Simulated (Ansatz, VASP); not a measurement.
Al3Cu in VASP and in Ansatz

```
Al Cu
1.0
     2.92562    0.00000    0.00000
     0.00000    2.63375    0.00000
     0.00000    0.00000    7.60296
Al Cu
3 1
Direct
  0.00000 0.00000 0.50000
  0.50000 0.50000 0.22069
  0.50000 0.50000 0.77931
  0.00000 0.00000 0.00000
```

Change from the starting cell: strain +0.0525 x Voigt [1, -1, 0, 0, 0, 0], atoms carried along.

Alike in both runs: task single point; functional PBEsol; k mesh 18 × 18 × 6; occupations gaussian, width 0.15 eV; no spin polarisation.

```csv
,VASP,Ansatz
version,VASP 6.6.1,Ansatz 0.2.0
potentials or method,"VASP PAW PBE potentials, release 64 (Al, Cu), cutoff 520 eV","scalar-relativistic, plane waves, PAW"
valence electrons in the cell,20,28
```

VASP gave:

```
gap on the k mesh at the Fermi level (eV)                     : none
pressure (GPa)                                                : 1.6
traceless stress, the component that is largest in VASP (GPa) : 5.88
rms of the force components (eV/Å)                            : 0.017
```

Task: What did Ansatz give for the same quantities?

Result: gap on the k mesh at the Fermi level (eV): none; pressure (GPa): 1.3; traceless stress, the component that is largest in VASP (GPa): 5.83; rms of the force components (eV/Å): 0.009.

VASP's potentials were made for PBE, not for PBEsol. Atom by atom the forces differ by 0.008 eV/Å (rms over components). A gap of «none» marks a metal or a gap that the smearing closes. VASP's potentials hold 20 valence electrons a cell and Ansatz's 28, so a difference there can come from the potentials and not from the codes.
